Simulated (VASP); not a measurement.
Runs of VASP 6.6.1 on Hf. The structure is that of space group Fm-3m (No. 225), or close to it. The cells are those of the table. This isn't the form of Hf at room conditions, which is hcp.

```csv
task,cell,k mesh,cutoff (eV),gap on the mesh (eV),pressure (GPa),relaxed volume (Å³/atom)
relaxation of cell and atoms,"relaxed from a = 3.093 Å, angles 60.0°, 1 atom",8 × 8 × 8,600,none,-0.1,(b)
relaxation of cell and atoms,"relaxed from a = 3.174 Å, angles 60.0°, 1 atom",16 × 16 × 16,600,none,0.0,(a)
single point,"a = 3.093 Å, angles 60.0°, 1 atom",8 × 8 × 8,520,none,7.6,-
single point,"a = 3.174 Å, angles 60.0°, 1 atom",8 × 8 × 8,520,none,-1.0,-
single point,"a = 3.167 Å, angles 60.0°, 1 atom",16 × 16 × 16,520,none,-0.5,-
```

Alike in all rows: level r2SCAN; potentials or basis VASP PAW PBE potentials, release 64 (Hf_pv); no spin polarisation; smearing gaussian 0.1 eV.

Problem. Estimate the missing entries.

Solution. (a) 22.36; (b) 22.40.

Caveats: the PAW data sets were made with another functional, which shifts forces and pressure a little; spin-orbit coupling is left out, which moves the levels of the heavy elements; the cell stands under pressure (at least some runs).

A k mesh can miss the band edges, and the runs leave out spin-orbit coupling on Hf.

A gap of «none» marks levels without a gap at the run's occupations.
